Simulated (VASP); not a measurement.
A run of VASP 6.6.1:

File INCAR:

```
SYSTEM = CuI
ALGO = Normal
EDIFF = 1E-8
ENCUT = 520
GGA = CA
ISIF = 2
ISMEAR = -1
LASPH = .True.
LCHARG = .False.
LEFG = .True.
LREAL = .False.
LWAVE = .False.
NBANDS = 16
NELM = 80
PREC = Accurate
SIGMA = 0.05
```

File KPOINTS:

```
k-points
0
Gamma
  12 12 12
  0 0 0
```

Contents of POSCAR:

```
CuI
1.0
    0.0000000000      3.0395164954      3.0395164954
    3.0395164954      0.0000000000      3.0395164954
    3.0395164954      3.0395164954      0.0000000000
Cu I
1 1
Direct
    0.0000000000      0.0000000000      0.0000000000
    0.2500000000      0.2500000000      0.2500000000
```

Potentials or basis: VASP PAW LDA potentials, release 64 (Cu, I).

The run is started by

```console
$ cat potpaw_LDA.64/Cu/POTCAR potpaw_LDA.64/I/POTCAR > POTCAR
$ mpirun -np 1 vasp_std > vasp.out
```

Hardware: 1 thread of Oxide Virtual Turin-like Processor (shared host).

Question: How long does it take, and how much memory?

Answer: Run time: 88 s on 1 thread of Oxide Virtual Turin-like Processor, on a shared host, peak memory 0.17 GiB. Counts: scf iterations 17, k points 72.
